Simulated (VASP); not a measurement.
# Pb (P6_3/mmc) in VASP: further runs, part 2 of 2

VASP 6.6.1. The steps go on from the part before.

**4. Single point, PBE**

This run uses another cell than the first one, of 31.79 Å³/atom.

INCAR reads:

```
PREC = Accurate
ENCUT = 520
EDIFF = 1E-6
ISMEAR = 0
SIGMA = 0.05
LREAL = False
LASPH = True
NELM = 60
ALGO = Fast
ISIF = 2
LWAVE = False
LCHARG = False
GGA = PE
NBANDS = 21
```

KPOINTS reads:

```
Automatic mesh
0
Gamma
  14 14 8
```

POSCAR reads:

```
Pb
1.0
    3.5393638372      0.0000000000      0.0000000000
   -1.7696819186      3.0651789962      0.0000000000
    0.0000000000      0.0000000000      5.8599303332
Pb
2
Direct
    0.3333333333      0.6666666667      0.2500000000
    0.6666666667      0.3333333333      0.7500000000
```

Potentials or basis: VASP PAW PBE potentials, release 64 (Pb_d).

Launch:

```console
> cat potpaw_PBE.64/Pb_d/POTCAR > POTCAR
> mpirun -np 1 vasp_std > vasp.out
```

OUTCAR:

```text
PREC = Accurate
   ENCUT = 520
   EDIFF = 1E-6
   ISMEAR = 0
   LREAL = False
   LASPH = True
   NELM = 60
   ISIF = 2
   GGA = PE

 ion  position               nearest neighbor table
   1  0.333  0.667  0.250-   2 3.57   2 3.57   2 3.57   2 3.57   2 3.57   2 3.57
   2  0.667  0.333  0.750-   1 3.57   1 3.57   1 3.57   1 3.57   1 3.57   1 3.57

  LATTYP: Found a hexagonal cell.
 ALAT       =     3.5393638372
 C/A-ratio  =     1.6556450828

  Lattice vectors:

 A1 = (   3.5393638372,   0.0000000000,   0.0000000000)
 A2 = (  -1.7696819186,   3.0651789962,   0.0000000000)
 A3 = (   0.0000000000,   0.0000000000,   5.8599303332)

Analysis of symmetry for initial positions (statically):
=====================================================================
 Subroutine PRICEL returns:
 Original cell was already a primitive cell.

 Routine SETGRP: Setting up the symmetry group for a
 hexagonal supercell.

 Subroutine GETGRP returns: Found 24 space group operations
 (whereof 12 operations were pure point group operations)
 out of a pool of 24 trial point group operations.

The static configuration has the point symmetry D_3d.
 The point group associated with its full space group is D_6h.

Analysis of symmetry for dynamics (positions and initial velocities):
=====================================================================
 Subroutine PRICEL returns:
 Original cell was already a primitive cell.

 Routine SETGRP: Setting up the symmetry group for a
 hexagonal supercell.

 Subroutine GETGRP returns: Found 24 space group operations
 (whereof 12 operations were pure point group operations)
 out of a pool of 24 trial point group operations.

The dynamic configuration has the point symmetry D_3d.
 The point group associated with its full space group is D_6h.

 Subroutine INISYM returns: Found 24 space group operations
 (whereof 12 operations are pure point group operations),
 and found     1 'primitive' translations

[... 108 lines left out ...]
   EFERMI =   0.00;   METHOD = LEGACY
   ISMEAR =     0;   SIGMA  =   0.05  broadening in eV -4-tet -1-fermi 0-gaus
   EFERMI_NEDOS =   21; number of points for ismear=-14 and -15
   IALGO  =     68    algorithm
   IMIX   =      4    mixing-type and parameters
     AMIX     =   0.40;   BMIX     =  1.00
     AMIX_MAG =   1.60;   BMIX_MAG =  1.00
  volume/ion in A,a.u.               =      31.79       214.51
  Fermi-wavevector in a.u.,A,eV,Ry     =   1.245574  2.353794 21.108835  1.551456
  Thomas-Fermi vector in A             =   2.379791
   LORBIT       =      0    0 simple, 1 ext, 2 COOP (PROOUT), +10 PAW based schemes
   GGA     = PE    functional components
   LHFCALC =     F    Hartree Fock is set to
   AEXX    =    0.0000 exact exchange contribution
   IVDW    =     0    specifies the selected vdW correction
   LEPSILON=     F    determine dielectric tensor
   LRPA    =     F    only Hartree local field effects (RPA)
 non-spin polarized calculation
 RMM-DIIS sequential band-by-band and
 Gauss-broadening in eV      SIGMA  =   0.05
  energy-cutoff  :      520.00
  volume of cell :       63.57
 maximum number of plane-waves:      1761
 NGX is ok and might be reduce to    28
   NGX = 13   NGY = 13   NGZ = 21

 number of electron      27.9999996 magnetization

 Free energy of the ion-electron system (eV)
  ---------------------------------------------------
  ext. energy  EPLUGINS =         0.00000000
  ---------------------------------------------------
  free energy    TOTEN  =        -7.09815470 eV

  energy without entropy =       -7.09676132  energy(sigma->0) =       -7.09745801

 E-fermi :   6.7336     XC(G=0):  -9.9630

 val. band max:        6.7238453967   @ k =   0.2143   0.0714   0.0000
 cond. band min:       6.7804960251   @ k =   0.5000   0.0000   0.1250
 fundamental gap:      0.0566506283
 Fermi energy:         6.7336496065

 k-point     1 :       0.0000    0.0000    0.0000
  band No.  band energies     occupation
      1     -10.3060      2.00000
      2     -10.2929      2.00000
      3     -10.2693      2.00000
      4     -10.2693      2.00000
      5     -10.2526      2.00000
      6     -10.2526      2.00000
[... 565 lines left out ...]
     20      18.9850      0.00000
     21      20.4599      0.00000

 [... further k-points ...]
[... 5 lines left out ...]
  --------------------------------------------------------------------------------------
  -------------------------------------------------------------------------------------
  Total       -0.0276098     -0.0276098     -0.0213001      0.0000000      0.0000000     -0.0000000
  in kB       -0.6958246     -0.6958246     -0.5368085      0.0000000      0.0000000     -0.0000000
  external PRESSURE =      -0.6428193 kB  Pullay stress =       0.0000000 kB

 VOLUME and BASIS-vectors are now :
 -----------------------------------------------------------------------------
  energy-cutoff  :      520.00
  volume of cell :       63.57
      direct lattice vectors                 reciprocal lattice vectors
     3.539363837  0.000000000  0.000000000     0.282536650  0.163122611  0.000000000
    -1.769681919  3.065178996  0.000000000     0.000000000  0.326245221  0.000000000
     0.000000000  0.000000000  5.859930333     0.000000000  0.000000000  0.170650493

 POSITION                                       TOTAL-FORCE (eV/Angst)
 -----------------------------------------------------------------------------------
     -0.00000      2.04345      1.46498         0.000000      0.000000      0.000000
      1.76968      1.02173      4.39495        -0.000000     -0.000000      0.000000
 -----------------------------------------------------------------------------------
    total drift:                               -0.000000      0.000000      0.000000

  FREE ENERGIE OF THE ION-ELECTRON SYSTEM (eV)
  ---------------------------------------------------
  free  energy   TOTEN  =        -7.0981547047 eV

  energy  without entropy=       -7.0967613248  energy(sigma->0) =       -7.09745801
```

stdout:

```text
POSCAR found type information on POSCAR Pb
 POSCAR found :  1 types and       2 ions
 scaLAPACK will be used
 LDA part: xc-table for (Slater+PW92), standard interpolation
 POSCAR, INCAR and KPOINTS ok, starting setup
 FFT: planning ... GRIDC
 FFT: planning ... GRID_SOFT
 FFT: planning ... GRID
 WAVECAR not read
 entering main loop
```

It took 82 s on 1 thread of Intel Xeon 6975P-C (Granite Rapids), shared host; peak memory 0.27 GiB.

What came out:

```yaml
Free_energy: -7.0982 eV
Pressure: -0.1 GPa
Band_gap_on_the_k_mesh: zero (bands 14 and 15 overlap by 7.11 eV)
```

Levels at points of the mesh, in eV from the Fermi level:
| k point | band 11 | band 12 | band 13 | band 14 | band 15 | band 16 | band 17 | band 18 |
| --- | --- | --- | --- | --- | --- | --- | --- | --- |
| (0.00, 0.00, 0.00) | -11.42 | -8.17 | -3.97 | 5.48 | 5.48 | 6.96 | 7.11 | 7.11 |
| (0.50, 0.00, 0.00) | -8.17 | -7.07 | -2.87 | -1.49 | -0.40 | 1.72 | 2.13 | 5.34 |
| (0.00, 0.00, 0.50) | -10.31 | -10.31 | 0.56 | 0.56 | 6.26 | 6.26 | 6.26 | 6.26 |
| (0.50, 0.00, 0.50) | -7.49 | -7.49 | -3.46 | -3.46 | 3.30 | 3.30 | 3.38 | 3.38 |

Caveat: spin-orbit coupling is left out, which moves the levels of the heavy elements.

The gap in the log of VASP goes by the Fermi energy; the results here count the filled bands.